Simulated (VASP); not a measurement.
Crystal: KMgF3.

```
CELL_PARAMETERS angstrom
3.98024 0.00000 0.00000
0.00000 3.98024 0.00000
0.00000 0.00000 3.98024
ATOMIC_POSITIONS crystal
K 0.50000 0.50000 0.50000
Mg 0.00000 0.00000 0.00000
F 0.50000 0.00000 0.00000
F 0.00000 0.50000 0.00000
F 0.00000 0.00000 0.50000
```

Base run:

- Program: VASP 6.6.1
- Functional: PBE
- Potentials or basis: VASP PAW PBE potentials, release 64 (K_sv, Mg, F)
- Cutoff: 520 eV
- k mesh: 6 × 6 × 6
- Occupations: gaussian, width 0.01 eV
- Spin: no spin polarisation

Its results: band gap on the k mesh 7.34 eV (least direct gap 7.66 eV); pressure 3.7 GPa.

Q: The run is repeated on the same cell with these changes: functional from PBE to r2SCAN; further incar settings from ALGO = Normal; EDIFF = 1e-06; NBANDS = 24 to ALGO = Normal; EDIFF = 1e-07; NBANDS = 24. What comes out?

A: Band gap on the k mesh 8.28 eV (least direct gap 8.60 eV); pressure -0.6 GPa.

Caveats: the cell stands under pressure (at least some runs); the PAW data sets were made with another functional, which shifts forces and pressure a little (at least some runs).

A k mesh can miss the band edges.
